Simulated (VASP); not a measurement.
Crystal: CaO.

```
Ca O
1.0
     0.00000    2.45070    2.45070
     2.45070    0.00000    2.45070
     2.45070    2.45070    0.00000
Ca O
1 1
Cartesian
  0.0000 0.0000 0.0000
  2.4507 2.4507 2.4507
```

Base run:

```yaml
Program: VASP 6.6.1
Functional: b88 exchange, pbe correlation
Potentials_or_basis: VASP PAW PBE potentials, release 64 (Ca_sv, O)
Cutoff: 600 eV
k_mesh: 10 × 10 × 10
Occupations: fermi-dirac, width 0.05 eV
Spin: no spin polarisation
```

Its results: band gap on the k mesh 3.68 eV (least direct gap 4.06 eV); pressure -3.9 GPa.

**Question.** The run is repeated on the same cell with these changes: functional from b88 exchange, pbe correlation to PBEsol; cutoff from 600 eV to 520 eV. What comes out?

**Answer.** Band gap on the k mesh 3.55 eV (least direct gap 3.94 eV); pressure -7.6 GPa.

Caveats: the cell stands under tension; the PAW data sets were made with another functional, which shifts forces and pressure a little.

A k mesh can miss the band edges.
